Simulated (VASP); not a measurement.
## Ga3Se: relaxation of cell and atoms with PBE

Crystal: Ga3Se.

```
Ga Se
1.0
     4.52257    0.00000    0.00000
     0.00000    4.52257    0.00000
     0.00000    0.00000    4.52257
Ga Se
3 1
Cartesian
  2.2613 0.0000 0.0000
  0.0000 2.2613 0.0000
  0.0000 0.0000 2.2613
  2.2613 2.2613 2.2613
```

The cell was generated, and may not be a known phase.

| Property | Result |
| --- | --- |
| Program | VASP 6.6.1 |
| Task | relaxation of cell and atoms |
| Functional | PBE |
| Potentials or basis | VASP PAW PBE potentials, release 64 (Ga_d, Se) |
| Cutoff | 600 eV |
| k mesh | 4 × 4 × 4 |
| Occupations | gaussian, width 0.1 eV |
| Spin | no spin polarisation |
| Dipole correction | no |
| Further INCAR settings | ALGO = Normal; EDIFF = 1e-06; IBRION = 2; EDIFFG = -0.04; NSW = 90; ISIF = 3 |

- Relaxed volume: 21.71 Å³/atom
- Relaxed cell: a = 4.428 Å, b = 4.428 Å, c = 4.428 Å, α = 90.00°, β = 90.00°, γ = 90.00°
- Space group after relaxing (to 0.1 Å): Pm-3m (No. 221)
- Energy gained by relaxing: 10.8 meV/atom
- Ionic steps: 3
- Pressure after relaxing: 0.0 GPa
- Band gap on the k mesh: zero (an odd number of electrons rules out a gap without spin polarisation)

Step by step:
| step | energy change (eV) | largest force (eV/Å) | pressure (GPa) | volume (Å³) |
| --- | --- | --- | --- | --- |
| 1 | 0.0000 | 0.0000 | -2.28 | 92.50 |
| 2 | -0.0404 | 0.0000 | -0.62 | 88.16 |
| 3 | -0.0430 | 0.0000 | 0.03 | 86.83 |

Final structure:
```yaml
crystal:
  lattice:
    - [4.42810, 0.00000, 0.00000]
    - [0.00000, 4.42810, 0.00000]
    - [0.00000, 0.00000, 4.42810]
  atoms:
    - { symbol: Ga, position: [0.50000, 0.00000, 0.00000] }
    - { symbol: Ga, position: [0.00000, 0.50000, 0.00000] }
    - { symbol: Ga, position: [0.00000, 0.00000, 0.50000] }
    - { symbol: Se, position: [0.50000, 0.50000, 0.50000] }
```

Levels at points of the mesh, in eV from the Fermi level:
| k point | band 19 | band 20 | band 21 | band 22 | band 23 | band 24 | band 25 | band 26 | band 27 |
| --- | --- | --- | --- | --- | --- | --- | --- | --- | --- |
| (0.00, 0.00, 0.00) | -3.74 | -3.74 | -2.87 | -2.87 | 1.59 | 1.59 | 1.59 | 4.39 | 4.39 |
| (0.50, 0.00, 0.00) | -2.79 | -2.79 | -2.19 | -1.05 | -0.29 | -0.29 | 1.16 | 3.97 | 4.17 |
| (0.50, 0.50, 0.00) | -6.43 | -2.15 | -0.80 | -0.71 | -0.71 | 1.33 | 1.64 | 1.64 | 1.82 |
| (0.50, 0.50, 0.50) | -5.10 | -4.88 | -4.88 | -4.88 | -3.54 | 3.98 | 3.98 | 3.98 | 8.50 |

Wall time 100 s on 1 thread of Intel Xeon 8259CL (shared host), peak memory 0.22 GiB.
